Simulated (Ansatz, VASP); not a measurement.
One calculation of TiAl3, two programs

The input POSCAR:

```
TiAl3
1.0
    2.8396770000      0.0000000000      0.0000000000
    0.0000000000      4.6812640000      0.0000000000
    0.0000000000      0.0000000000      4.9007420000
Ti Al
1 3
Direct
    0.0000000000      0.5000000000      0.1659160000
    0.5000000000      0.5000000000      0.6672710000
    0.5000000000      0.0000000000      0.3309120000
    0.0000000000      0.0000000000      0.8359000000
```

File INCAR.step1:

```
  PREC = Accurate
  ENCUT = 520
  ISMEAR = 0
  SIGMA = 0.1
  LREAL = F
  LASPH = T
  NELM = 100
  NBANDS = 18
  GGA = PE
  ALGO = Normal
  EDIFF = 1E-4
  LWAVE = T
  LCHARG = F
```

File INCAR.step2:

```
  PREC = Accurate
  ENCUT = 520
  EDIFF = 1E-7
  ISMEAR = 0
  SIGMA = 0.1
  LREAL = F
  LASPH = T
  NELM = 100
  ALGO = Normal
  ISIF = 2
  LWAVE = F
  LCHARG = F
  METAGGA = R2SCAN
  LMIXTAU = T
  NBANDS = 18
  ISTART = 1
```

File KPOINTS:

```
Automatic mesh
0
Gamma
  4 2 2
```

Input for Ansatz:

```yaml
crystal:
  lattice:
    - [2.839677, 0.0, 0.0]
    - [0.0, 4.681264, 0.0]
    - [0.0, 0.0, 4.900742]
  atoms:
    - { symbol: Ti, position: [0.0, 0.5, 0.165916] }
    - { symbol: Al, position: [0.5, 0.5, 0.667271] }
    - { symbol: Al, position: [0.5, 0.0, 0.330912] }
    - { symbol: Al, position: [0.0, 0.0, 0.8359] }
basis:
  ecutwfc: 500
kpoints:
  mp_grid: { grid: [4, 2, 2] }
hamiltonian:
  xc: r2scan
scf:
  occupations: { method: gaussian, width: 0.1 }
output:
  forces: true
  stress: true
  eigenvalues: true
```

Alike in both runs: task single point; functional r2SCAN; k mesh 4 × 2 × 2; occupations gaussian, width 0.1 eV; no spin polarisation.

|  | VASP | Ansatz |
| --- | --- | --- |
| version | VASP 6.6.1 | Ansatz 0.2.0 |
| potentials or method | VASP PAW PBE potentials, release 64 (Ti_sv, Al), cutoff 520 eV | scalar-relativistic, plane waves, PAW |
| valence electrons in the cell | 21 | 21 |

VASP gave:

| Quantity | Value |
| --- | --- |
| gap on the k mesh at the Fermi level (eV) | none |
| pressure (GPa) | -2.1 |
| traceless stress, the component that is largest in VASP (GPa) | 3.70 |
| rms of the force components (eV/Å) | 0.088 |

Estimate Ansatz's values.

gap on the k mesh at the Fermi level (eV): none; pressure (GPa): -2.0; traceless stress, the component that is largest in VASP (GPa): 3.71; rms of the force components (eV/Å): 0.083.

VASP's potentials were made for PBE, not for r2SCAN. Atom by atom the forces differ by 0.005 eV/Å (rms over components). A gap of «none» marks a metal or a gap that the smearing closes. With one functional, cell and mesh, what is left measures potentials, basis and numerics.

The k mesh is coarse, so the values compare programs but aren't converged.
